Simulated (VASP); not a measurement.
# SiC (rocksalt type) (Fm-3m) in VASP: single point with PBE

Aim: the single point of SiC (rocksalt type) with PBE.

All numbers are computed with VASP 6.6.1; they aren't measurements. Logs are shortened: lines on timing, memory, paths and dates and some standing lists are left out, and cuts for length are marked.

## 1. The cell of the first run

It takes space group Fm-3m (No. 225, cubic). The conventional cell has a = 4.056 Å, b = 4.056 Å, c = 4.056 Å, α = 90.00°, β = 90.00°, γ = 90.00°. Within 2.7 Å of Si (site symmetry m-3m) lie 6 C at 2.03 Å. C (site symmetry m-3m) has 6 Si at 2.03 Å within 2.7 Å.

## 2. Single point, PBE

Contents of INCAR:

```
PREC = Accurate
ENCUT = 520
EDIFF = 1E-7
ISMEAR = -1
SIGMA = 0.05
LREAL = F
LASPH = T
NELM = 100
ALGO = Normal
ISIF = 2
LWAVE = F
LCHARG = T
GGA = PE
LELF = T
LVHAR = T
NBANDS = 11
```

Contents of KPOINTS:

```
regular mesh
0
Gamma
  17 17 17
```

Contents of POSCAR:

```
SiC
1.0
    0.0000000000      2.0280690359      2.0280690359
    2.0280690359      0.0000000000      2.0280690359
    2.0280690359      2.0280690359      0.0000000000
Si C
1 1
Direct
    0.0000000000      0.0000000000      0.0000000000
    0.5000000000      0.5000000000      0.5000000000
```

Potentials or basis: VASP PAW PBE potentials, release 64 (Si, C).

Command:

```sh
cat potpaw_PBE.64/Si/POTCAR potpaw_PBE.64/C/POTCAR > POTCAR
mpirun -np 1 vasp_std > vasp.out
```

OUTCAR:

```text
PREC = Accurate
   ENCUT = 520
   EDIFF = 1E-7
   ISMEAR = -1
   LREAL = F
   LASPH = T
   NELM = 100
   ISIF = 2
   GGA = PE

 ion  position               nearest neighbor table
   1  0.000  0.000  0.000-   2 2.03   2 2.03   2 2.03   2 2.03   2 2.03   2 2.03
   2  0.500  0.500  0.500-   1 2.03   1 2.03   1 2.03   1 2.03   1 2.03   1 2.03

  LATTYP: Found a face centered cubic cell.
 ALAT       =     4.0561380718

  Lattice vectors:

 A1 = (   0.0000000000,   2.0280690359,   2.0280690359)
 A2 = (   2.0280690359,   0.0000000000,   2.0280690359)
 A3 = (   2.0280690359,   2.0280690359,   0.0000000000)

Analysis of symmetry for initial positions (statically):
=====================================================================
 Subroutine PRICEL returns:
 Original cell was already a primitive cell.

 Routine SETGRP: Setting up the symmetry group for a
 face centered cubic supercell.

 Subroutine GETGRP returns: Found 48 space group operations
 (whereof 48 operations were pure point group operations)
 out of a pool of 48 trial point group operations.

The static configuration has the point symmetry O_h .

Analysis of symmetry for dynamics (positions and initial velocities):
=====================================================================
 Subroutine PRICEL returns:
 Original cell was already a primitive cell.

 Routine SETGRP: Setting up the symmetry group for a
 face centered cubic supercell.

 Subroutine GETGRP returns: Found 48 space group operations
 (whereof 48 operations were pure point group operations)
 out of a pool of 48 trial point group operations.

The dynamic configuration has the point symmetry O_h .

 Subroutine INISYM returns: Found 48 space group operations
 (whereof 48 operations are pure point group operations),
 and found     1 'primitive' translations

----------------------------------------------------------------------------------------

                                     Primitive cell

  volume of cell :      16.6832

  direct lattice vectors                    reciprocal lattice vectors
     0.000000000  2.028069036  2.028069036    -0.246539931  0.246539931  0.246539931
     2.028069036  0.000000000  2.028069036     0.246539931 -0.246539931  0.246539931
     2.028069036  2.028069036  0.000000000     0.246539931  0.246539931 -0.246539931

  length of vectors
     2.868122736  2.868122736  2.868122736     0.427019686  0.427019686  0.427019686

  position of ions in fractional coordinates (direct lattice)
     0.000000000  0.000000000  0.000000000
     0.500000000  0.500000000  0.500000000

  ion indices of the primitive-cell ions
[... 79 lines left out ...]
   IBRION =     -1    ionic relax: 0-MD 1-quasi-New 2-CG
   NFREE  =      0    steps in history (QN), initial steepest desc. (CG)
   ISIF   =      2    stress and relaxation
   ISYM   =      2    0-nonsym 1-usesym 2-fastsym
   POTIM  = 0.5000    time-step for ionic-motion
   TEBEG  =    0.0;   TEEND  =   0.0 temperature during run
   PSTRESS=    0.0 pullay stress
   NELECT =       8.0000    total number of electrons
   NUPDOWN=      -1.0000    fix difference up-down
   EMIN   =  10.00;   EMAX   =-10.00  energy-range for DOS
   EFERMI =   0.00;   METHOD = LEGACY
   ISMEAR =    -1;   SIGMA  =   0.05  broadening in eV -4-tet -1-fermi 0-gaus
   EFERMI_NEDOS =   21; number of points for ismear=-14 and -15
   IALGO  =     38    algorithm
   IMIX   =      4    mixing-type and parameters
     AMIX     =   0.40;   BMIX     =  1.00
     AMIX_MAG =   1.60;   BMIX_MAG =  1.00
  volume/ion in A,a.u.               =       8.34        56.29
  Fermi-wavevector in a.u.,A,eV,Ry     =   1.281382  2.421462 22.339962  1.641941
  Thomas-Fermi vector in A             =   2.413755
   LORBIT       =      0    0 simple, 1 ext, 2 COOP (PROOUT), +10 PAW based schemes
   GGA     = PE    functional components
   LHFCALC =     F    Hartree Fock is set to
   AEXX    =    0.0000 exact exchange contribution
   IVDW    =     0    specifies the selected vdW correction
   LEPSILON=     F    determine dielectric tensor
   LRPA    =     F    only Hartree local field effects (RPA)
 non-spin polarized calculation
  energy-cutoff  :      520.00
  volume of cell :       16.68
 maximum number of plane-waves:       465
 NGX is ok and might be reduce to    24
   NGX = 11   NGY = 11   NGZ = 11

 number of electron       8.0000000 magnetization

 Free energy of the ion-electron system (eV)
  ---------------------------------------------------
  ext. energy  EPLUGINS =         0.00000000
  ---------------------------------------------------
  free energy    TOTEN  =       -13.57624732 eV

  energy without entropy =      -13.57371608  energy(sigma->0) =      -13.57498170

 E-fermi :  12.2660     XC(G=0): -12.6724

 val. band max:       12.2194563077   @ k =  -0.1765   0.0588   0.0000
 cond. band min:      12.2660879405   @ k =   0.0588   0.0000   0.0000
 fundamental gap:      0.0466316328
 Fermi energy:        12.2660277779

 k-point     1 :       0.0000    0.0000    0.0000
  band No.  band energies     occupation
      1      -6.0876      2.00000
      2      12.3189      0.51563
      3      12.3189      0.51563
      4      12.3189      0.51563
      5      19.6906      0.00000
      6      21.2575      0.00000
      7      21.2575      0.00000
      8      21.2575      0.00000
      9      24.9580      0.00000
     10      24.9580      0.00000
     11      24.9580      0.00000
[... 309 lines left out ...]
 k-point    24 :      -0.1176    0.0588    0.0000
  band No.  band energies     occupation
      1      -5.5576      2.00000
      2      10.1019      2.00000
      3      11.3838      2.00000
      4      12.3444      0.34491
      5      19.9732      0.00000
      6      21.0123      0.00000
      7      21.0833      0.00000
      8      21.5850      0.00000
      9      22.0733      0.00000
     10      24.0733      0.00000
     11      25.1372      0.00000

 [... further k-points ...]
[... 5 lines left out ...]
  --------------------------------------------------------------------------------------
  -------------------------------------------------------------------------------------
  Total        0.0198281      0.0198281      0.0198281      0.0000000     -0.0000000      0.0000000
  in kB        1.9042020      1.9042020      1.9042020      0.0000000     -0.0000000      0.0000000
  external PRESSURE =       1.9042020 kB  Pullay stress =       0.0000000 kB

 VOLUME and BASIS-vectors are now :
 -----------------------------------------------------------------------------
  energy-cutoff  :      520.00
  volume of cell :       16.68
      direct lattice vectors                 reciprocal lattice vectors
     0.000000000  2.028069036  2.028069036    -0.246539931  0.246539931  0.246539931
     2.028069036  0.000000000  2.028069036     0.246539931 -0.246539931  0.246539931
     2.028069036  2.028069036  0.000000000     0.246539931  0.246539931 -0.246539931

 POSITION                                       TOTAL-FORCE (eV/Angst)
 -----------------------------------------------------------------------------------
      0.00000      0.00000      0.00000        -0.000000     -0.000000      0.000000
      2.02807      2.02807      2.02807         0.000000      0.000000     -0.000000
 -----------------------------------------------------------------------------------
    total drift:                               -0.000000     -0.000000      0.000000

  FREE ENERGIE OF THE ION-ELECTRON SYSTEM (eV)
  ---------------------------------------------------
  free  energy   TOTEN  =       -13.5762473239 eV

  energy  without entropy=      -13.5737160776  energy(sigma->0) =      -13.57498170
```

OSZICAR:

```text
N       E                     dE             d eps       ncg     rms          rms(c)
DAV:   1     0.206905562861E+01    0.20691E+01   -0.41090E+03  3849   0.627E+02
DAV:   2    -0.145087386639E+02   -0.16578E+02   -0.15611E+02  4694   0.105E+02
DAV:   3    -0.149754961177E+02   -0.46676E+00   -0.46552E+00  4342   0.134E+01
DAV:   4    -0.149766513641E+02   -0.11552E-02   -0.11552E-02  4071   0.815E-01
DAV:   5    -0.149766539620E+02   -0.25979E-05   -0.25982E-05  4325   0.363E-02    0.814E+00
DAV:   6    -0.135956061585E+02    0.13810E+01   -0.47867E+00  3921   0.993E+00    0.344E+00
DAV:   7    -0.135758518061E+02    0.19754E-01   -0.31971E-01  4213   0.328E+00    0.143E+00
DAV:   8    -0.135760654582E+02   -0.21365E-03   -0.71070E-03  3840   0.566E-01    0.334E-01
DAV:   9    -0.135762256853E+02   -0.16023E-03   -0.11942E-03  4120   0.217E-01    0.126E-01
DAV:  10    -0.135762468099E+02   -0.21125E-04   -0.40896E-05  4026   0.485E-02    0.186E-02
DAV:  11    -0.135762475614E+02   -0.75155E-06   -0.79277E-06  4219   0.160E-02    0.153E-03
DAV:  12    -0.135762473267E+02    0.23473E-06   -0.20755E-07  3680   0.365E-03    0.684E-04
DAV:  13    -0.135762473239E+02    0.27444E-08   -0.19565E-09  2034   0.289E-04
   1 F= -.13576247E+02 E0= -.13574982E+02  d E =-.253125E-02
```

stdout:

```text
POSCAR found type information on POSCAR SiC
 POSCAR found :  2 types and       2 ions
 scaLAPACK will be used
 LDA part: xc-table for (Slater+PW92), standard interpolation
 POSCAR, INCAR and KPOINTS ok, starting setup
 FFT: planning ... GRIDC
 FFT: planning ... GRID_SOFT
 FFT: planning ... GRID
 WAVECAR not read
 entering main loop
```

Wall time 26 s (1 thread of Intel Xeon Platinum 8259CL at 2.50GHz (Skylake/Cascade Lake), shared host); peak memory 0.15 GiB.

What came out:

| Property | Result |
| --- | --- |
| Free energy | -13.5762 eV |
| Pressure | 0.2 GPa |
| Band gap on the k mesh | zero (band 4 reaches 12.40 eV, above the bottom of band 5 at 11.38 eV) |
